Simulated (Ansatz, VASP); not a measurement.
# Y: VASP beside Ansatz

The input INCAR:

```
ALGO = Normal
EDIFF = 1E-7
ENCUT = 520
GGA = RE
ISIF = 2
ISMEAR = -1
LASPH = True
LCHARG = False
LREAL = False
LWAVE = False
NBANDS = 30
NELM = 60
PREC = Accurate
SIGMA = 0.1
```

KPOINTS

```
k-points
0
Gamma
  11 11 3
```

Contents of POSCAR:

```
Y
1.0
    3.4919349281      0.0000000000      0.0000000000
   -1.7459674640      3.0241043561      0.0000000000
    0.0000000000      0.0000000000     11.2022294002
Y
4
Direct
    1.0000000000      0.0000000000      1.0000000000
    1.0000000000      1.0000000000      0.5000000000
    0.3333333333      0.6666666667      0.2500000000
    0.6666666667      0.3333333333      0.7500000000
```

Input for Ansatz:

```yaml
crystal:
  lattice:
    - [3.4919349281, 0.0, 0.0]
    - [-1.745967464, 3.0241043561, 0.0]
    - [0.0, 0.0, 11.2022294002]
  atoms:
    - { symbol: "Y", position: [1.0, 0.0, 1.0] }
    - { symbol: "Y", position: [1.0, 1.0, 0.5] }
    - { symbol: "Y", position: [0.3333333333, 0.6666666667, 0.25] }
    - { symbol: "Y", position: [0.6666666667, 0.3333333333, 0.75] }
hamiltonian:
  xc: revpbe
  pseudopotentials:
    kind: paw
    azcp:
      "Y": "pseudopotentials/Y.paw.azcp"
basis:
  ecutwfc: 420
  fft_grid_basis: typed
kpoints:
  mp_grid: { grid: [11, 11, 3], shift: [0, 0, 0] }
magnetization:
  spin_polarized: false
scf:
  occupations: { method: fermi_dirac, width: 0.1 }
  lower_state_search: "off"
output:
  stress: true
```

Alike in both runs: task single point; functional revPBE; k mesh 11 × 11 × 3; occupations fermi-dirac, width 0.1 eV; no spin polarisation.

```csv
,VASP,Ansatz
version,VASP 6.6.1,Ansatz 0.2.0
potentials or method,"VASP PAW PBE potentials, release 64 (Y_sv), cutoff 520 eV","plane waves (420 eV) with PAW, scalar-relativistic"
valence electrons in the cell,44,44
```

|  | VASP | Ansatz | Ansatz less VASP |
| --- | --- | --- | --- |
| pressure (GPa) | 5.5 | 5.7 | +0.16 |
| traceless stress, the component that is largest in VASP (GPa) | 0.13 | 0.12 | -0.006 |

VASP's potentials were made for PBE, not for revPBE.
